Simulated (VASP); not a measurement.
# Ir (Immm) in VASP: further runs

Ir is run at these levels: PBE; tasks: single point.

All numbers are computed with VASP 6.6.1; they aren't measurements. Logs are shortened: lines on timing, memory, paths and dates and some standing lists are left out, and cuts for length are marked.

**1. The cell of the first run**

It takes space group Immm (No. 71, orthorhombic). The conventional cell has a = 2.688 Å, b = 2.742 Å, c = 3.839 Å, α = 90.00°, β = 90.00°, γ = 90.00°. Ir (site symmetry mmm) has 12 Ir at 2.69 to 2.74 Å within 3.5 Å.

**2. Single point, PBE (strain -0.0200 x Voigt [0, 0, 0, 0, 0, 1])**

INCAR

```
SYSTEM = Ir
PREC = Accurate ; ENCUT = 520
EDIFF = 1E-6 ; ISMEAR = 0
SIGMA = 0.15 ; LREAL = .False.
LASPH = .True. ; NELM = 60
ALGO = Fast ; ISIF = 2
LWAVE = .False. ; LCHARG = .False.
GGA = PE ; NBANDS = 10
```

KPOINTS

```
Automatic mesh
0
Gamma
  22 22 22
  0 0 0
```

POSCAR

```
Ir
1.0
   -0.0191970000      1.9197000000      1.9197000000
    1.9197000000     -0.0191970000      1.9197000000
    1.9005030000      1.9005030000      0.0000000000
Ir
1
Direct
    0.0000000000      0.0000000000      0.0000000000
```

Potentials or basis: VASP PAW PBE potentials, release 64 (Ir).

Command:

```sh
$ cat potpaw_PBE.64/Ir/POTCAR > POTCAR
$ mpirun -np 1 vasp_std > vasp.out
```

OUTCAR:

```text
SYSTEM = Ir
   PREC = Accurate
   ENCUT = 520
   EDIFF = 1E-6
   ISMEAR = 0
   LREAL = .False.
   LASPH = .True.
   NELM = 60
   ISIF = 2
   GGA = PE

 ion  position               nearest neighbor table
   1  0.000  0.000  0.000-

  LATTYP: Found a body centered orthorhombic cell.
 ALAT       =     2.6877171179
 B/A-ratio  =     1.0202020202
 C/A-ratio  =     1.4284985479

  Lattice vectors:

 A1 = (   0.0191970000,  -1.9197000000,  -1.9197000000)
 A2 = (  -0.0191970000,   1.9197000000,  -1.9197000000)
 A3 = (   1.9197000000,  -0.0191970000,   1.9197000000)

Analysis of symmetry for initial positions (statically):
=====================================================================
 Subroutine PRICEL returns:
 Original cell was already a primitive cell.

 Routine SETGRP: Setting up the symmetry group for a
 body centered orthorhombic supercell.

 Subroutine GETGRP returns: Found  8 space group operations
 (whereof  8 operations were pure point group operations)
 out of a pool of  8 trial point group operations.

The static configuration has the point symmetry D_2h.

Analysis of symmetry for dynamics (positions and initial velocities):
=====================================================================
 Subroutine PRICEL returns:
 Original cell was already a primitive cell.

 Routine SETGRP: Setting up the symmetry group for a
 body centered orthorhombic supercell.

 Subroutine GETGRP returns: Found  8 space group operations
 (whereof  8 operations were pure point group operations)
 out of a pool of  8 trial point group operations.

The dynamic configuration has the point symmetry D_2h.

 Subroutine INISYM returns: Found  8 space group operations
 (whereof  8 operations are pure point group operations),
 and found     1 'primitive' translations

----------------------------------------------------------------------------------------

                                     Primitive cell

  volume of cell :      14.1477

  direct lattice vectors                    reciprocal lattice vectors
    -0.019197000  1.919700000  1.919700000    -0.257878577  0.257878577  0.260457363
     1.919700000 -0.019197000  1.919700000     0.257878577 -0.257878577  0.260457363
     1.900503000  1.900503000  0.000000000     0.263088246  0.263088246 -0.260457363

  length of vectors
     2.714933646  2.714933646  2.687717118     0.448152607  0.448152607  0.454168348

  position of ions in fractional coordinates (direct lattice)
     0.000000000  0.000000000  0.000000000

  ion indices of the primitive-cell ions
   primitive index   ion index
                 1           1

----------------------------------------------------------------------------------------

 KPOINTS: Automatic mesh

Automatic generation of k-mesh.
 Grid dimensions read from file:
 generate k-points for:   22   22   22

 Generating k-lattice:

  Cartesian coordinates                     Fractional coordinates (reciprocal lattice)
    -0.011721754  0.011721754  0.011838971     0.045454545  0.000000000  0.000000000
     0.011721754 -0.011721754  0.011838971     0.000000000  0.045454545  0.000000000
     0.011958557  0.011958557 -0.011838971    -0.000000000 -0.000000000  0.045454545

  Length of vectors
     0.020370573  0.020370573  0.020644016

  Shift w.r.t. Gamma in fractional coordinates (k-lattice)
     0.000000000  0.000000000  0.000000000

 Subroutine IBZKPT returns following result:
 ===========================================

 Found   1530 irreducible k-points:

 Following reciprocal coordinates:
            Coordinates               Weight
  0.000000  0.000000  0.000000      1.000000
  0.045455  0.000000  0.000000      4.000000
  0.090909  0.000000  0.000000      4.000000
  0.136364  0.000000  0.000000      4.000000
  0.181818  0.000000  0.000000      4.000000
  0.227273  0.000000  0.000000      4.000000
[... 16 lines left out ...]
  0.500000  0.045455  0.000000      4.000000
 -0.454545  0.045455  0.000000      4.000000
 [... further k-points ...]
   k-points           NKPTS =   1530   k-points in BZ     NKDIM =   1530   number of bands    NBANDS=     10
   number of dos      NEDOS =    301   number of ions     NIONS =      1
   total plane-waves  NPLWV =   8000
   dimension x,y,z NGX =    20 NGY =   20 NGZ =   20
   dimension x,y,z NGXF=    40 NGYF=   40 NGZF=   40
   ions per type =               1
   NGX,Y,Z   is equivalent  to a cutoff of  12.25, 12.25, 12.37 a.u.
   NGXF,Y,Z  is equivalent  to a cutoff of  24.49, 24.49, 24.74 a.u.
 SYSTEM =  Ir
   PREC   = accura    normal or accurate (medium, high low for compatibility)
   ISTART =      0    job   : 0-new  1-cont  2-samecut
   ICHARG =      2    charge: 1-file 2-atom 10-const
   ISPIN  =      1    spin polarized calculation?
   LNONCOLLINEAR =      F non collinear calculations
   LSORBIT =      F    spin-orbit coupling
   LASPH  =      T    aspherical Exc in radial PAW
   ENCUT  =  520.0 eV  38.22 Ry    6.18 a.u.   5.05  5.05  5.00*2*pi/ulx,y,z
   NELM   =     60;   NELMIN=  2; NELMDL= -5     # of ELM steps
   EDIFF  = 0.1E-05   stopping-criterion for ELM
   LREAL  =      F    real-space projection
   EDIFFG = 0.1E-04   stopping-criterion for IOM
   NSW    =      0    number of steps for IOM
[... 5 lines left out ...]
   TEBEG  =    0.0;   TEEND  =   0.0 temperature during run
   PSTRESS=    0.0 pullay stress
   NELECT =       9.0000    total number of electrons
   NUPDOWN=      -1.0000    fix difference up-down
   EMIN   =  10.00;   EMAX   =-10.00  energy-range for DOS
   EFERMI =   0.00;   METHOD = LEGACY
   ISMEAR =     0;   SIGMA  =   0.15  broadening in eV -4-tet -1-fermi 0-gaus
   EFERMI_NEDOS =   21; number of points for ismear=-14 and -15
   IALGO  =     68    algorithm
   IMIX   =      4    mixing-type and parameters
     AMIX     =   0.40;   BMIX     =  1.00
     AMIX_MAG =   1.60;   BMIX_MAG =  1.00
  volume/ion in A,a.u.               =      14.15        95.47
  Fermi-wavevector in a.u.,A,eV,Ry     =   1.407970  2.660678 26.971917  1.982380
  Thomas-Fermi vector in A             =   2.530175
   LORBIT       =      0    0 simple, 1 ext, 2 COOP (PROOUT), +10 PAW based schemes
   GGA     = PE    functional components
   LHFCALC =     F    Hartree Fock is set to
   AEXX    =    0.0000 exact exchange contribution
   IVDW    =     0    specifies the selected vdW correction
   LEPSILON=     F    determine dielectric tensor
   LRPA    =     F    only Hartree local field effects (RPA)
 non-spin polarized calculation
 RMM-DIIS sequential band-by-band and
 Gauss-broadening in eV      SIGMA  =   0.15
  energy-cutoff  :      520.00
  volume of cell :       14.15
 maximum number of plane-waves:       390
   NGX = 11   NGY = 11   NGZ =  9

 number of electron       9.0000000 magnetization

 Free energy of the ion-electron system (eV)
  ---------------------------------------------------
  ext. energy  EPLUGINS =         0.00000000
  ---------------------------------------------------
  free energy    TOTEN  =        -8.83624983 eV

  energy without entropy =       -8.82389218  energy(sigma->0) =       -8.83007101

 E-fermi :  10.3789     XC(G=0): -13.9877

 val. band max:       10.3734458279   @ k =   0.3636   0.1364   0.5000
 cond. band min:      10.3799246191   @ k =   0.3182   0.1364   0.2727
 fundamental gap:      0.0064787912
 Fermi energy:        10.3789352657

 k-point     1 :       0.0000    0.0000    0.0000
  band No.  band energies     occupation
      1      -0.7131      2.00000
      2       6.3679      2.00000
      3       6.5066      2.00000
      4       6.6783      2.00000
      5       9.2142      2.00000
      6       9.2173      2.00000
      7      24.7269      0.00000
      8      29.9986      0.00000
      9      30.3241      0.00000
     10      30.6465      0.00000

 k-point     2 :       0.0455    0.0000    0.0000
  band No.  band energies     occupation
      1      -0.6224      2.00000
      2       6.3430      2.00000
      3       6.5204      2.00000
      4       6.7177      2.00000
      5       9.1913      2.00000
      6       9.1935      2.00000
      7      24.8825      0.00000
      8      29.5848      0.00000
      9      30.3931      0.00000
     10      30.7932      0.00000

 k-point     3 :       0.0909    0.0000    0.0000
  band No.  band energies     occupation
      1      -0.3563      2.00000
      2       6.2348      2.00000
      3       6.5992      2.00000
      4       6.8259      2.00000
      5       9.1362      2.00000
      6       9.1364      2.00000
      7      25.3246      0.00000
      8      28.5185      0.00000
      9      30.8209      0.00000
     10      31.2247      0.00000

 k-point     4 :       0.1364    0.0000    0.0000
  band No.  band energies     occupation
      1       0.0649      2.00000
      2       6.0746      2.00000
      3       6.7203      2.00000
      4       6.9693      2.00000
      5       9.0874      2.00000
      6       9.0920      2.00000
      7      25.9696      0.00000
      8      27.2802      0.00000
      9      31.5329      0.00000
     10      31.9153      0.00000

 k-point     5 :       0.1818    0.0000    0.0000
  band No.  band energies     occupation
      1       0.6011      2.00000
      2       5.9342      2.00000
      3       6.8214      2.00000
      4       7.0877      2.00000
      5       9.1130      2.00000
      6       9.1284      2.00000
      7      25.9917      0.00000
      8      26.6819      0.00000
      9      32.4700      0.00000
     10      32.8212      0.00000

 k-point     6 :       0.2273    0.0000    0.0000
  band No.  band energies     occupation
      1       1.1813      2.00000
      2       5.9053      2.00000
      3       6.8455      2.00000
      4       7.1183      2.00000
      5       9.2759      2.00000
      6       9.3144      2.00000
      7      24.7357      0.00000
      8      27.0791      0.00000
      9      33.5389      0.00000
     10      33.8599      0.00000
[... 183 lines left out ...]
 k-point    21 :       0.4091    0.0455    0.0000
  band No.  band energies     occupation
      1       2.3465      2.00000
      2       6.3700      2.00000
      3       6.7905      2.00000
      4       7.8095      2.00000
      5      10.7819      0.00015
      6      11.0414      0.00000
      7      19.5554      0.00000
      8      25.1158      0.00000
      9      31.1355      0.00000
     10      31.5388      0.00000

 k-point    22 :       0.4545    0.0455    0.0000
  band No.  band energies     occupation
      1       2.3608      2.00000
      2       6.2765      2.00000
      3       6.6950      2.00000
      4       8.6191      2.00000
      5      11.2881      0.00000
      6      11.2922      0.00000
      7      18.2624      0.00000
      8      24.7033      0.00000
      9      30.5687      0.00000
     10      30.6130      0.00000

 k-point    23 :       0.5000    0.0455    0.0000
  band No.  band energies     occupation
      1       2.3582      2.00000
      2       6.2356      2.00000
      3       6.6438      2.00000
      4       9.1039      2.00000
      5      11.3608      0.00000
      6      11.6105      0.00000
      7      17.5354      0.00000
      8      24.5209      0.00000
      9      30.0537      0.00000
     10      30.4149      0.00000

 k-point    24 :      -0.4545    0.0455    0.0000
  band No.  band energies     occupation
      1       2.3598      2.00000
      2       6.2510      2.00000
      3       6.6439      2.00000
      4       9.0380      2.00000
      5      11.2270      0.00000
      6      11.6071      0.00000
      7      17.7043      0.00000
      8      24.5621      0.00000
      9      29.9164      0.00000
     10      30.7127      0.00000

 [... further k-points ...]

------------------------ aborting loop because EDIFF is reached ----------------------------------------

  FORCE on cell =-STRESS in cart. coord.  units (eV):
  Direction    XX          YY          ZZ          XY          YZ          ZX
  --------------------------------------------------------------------------------------
  -------------------------------------------------------------------------------------
  Total        0.8777706      0.8777706      0.8507086      0.4948115      0.0000000      0.0000000
  in kB       99.4042529     99.4042529     96.3395766     56.0355571      0.0000000      0.0000000
  external PRESSURE =      98.3826942 kB  Pullay stress =       0.0000000 kB

 VOLUME and BASIS-vectors are now :
 -----------------------------------------------------------------------------
  energy-cutoff  :      520.00
  volume of cell :       14.15
      direct lattice vectors                 reciprocal lattice vectors
    -0.019197000  1.919700000  1.919700000    -0.257878577  0.257878577  0.260457363
     1.919700000 -0.019197000  1.919700000     0.257878577 -0.257878577  0.260457363
     1.900503000  1.900503000  0.000000000     0.263088246  0.263088246 -0.260457363

 POSITION                                       TOTAL-FORCE (eV/Angst)
 -----------------------------------------------------------------------------------
      0.00000      0.00000      0.00000         0.000000      0.000000      0.000000
 -----------------------------------------------------------------------------------
    total drift:                                0.000000      0.000000     -0.000000

  FREE ENERGIE OF THE ION-ELECTRON SYSTEM (eV)
  ---------------------------------------------------
  free  energy   TOTEN  =        -8.8362498323 eV

  energy  without entropy=       -8.8238921788  energy(sigma->0) =       -8.83007101
```

Run time: 99 s. Hardware: 1 thread of Intel Xeon 6975P-C (Granite Rapids), shared host; peak memory 0.33 GiB.

What came out:

- Free energy: -8.8362 eV
- Pressure: 9.8 GPa
- Band gap on the k mesh: zero (an odd number of electrons rules out a gap without spin polarisation)

Stress tensor (GPa, compression positive):
```
9.94 5.60 0.00
5.60 9.94 0.00
0.00 0.00 9.63
```

Caveat: the cell differs from its parent crystal (strain -0.0200 x Voigt [0, 0, 0, 0, 0, 1]); the cell stands under pressure; spin-orbit coupling is left out, which moves the levels of the heavy elements.

(Continued in part 2 of 2.)
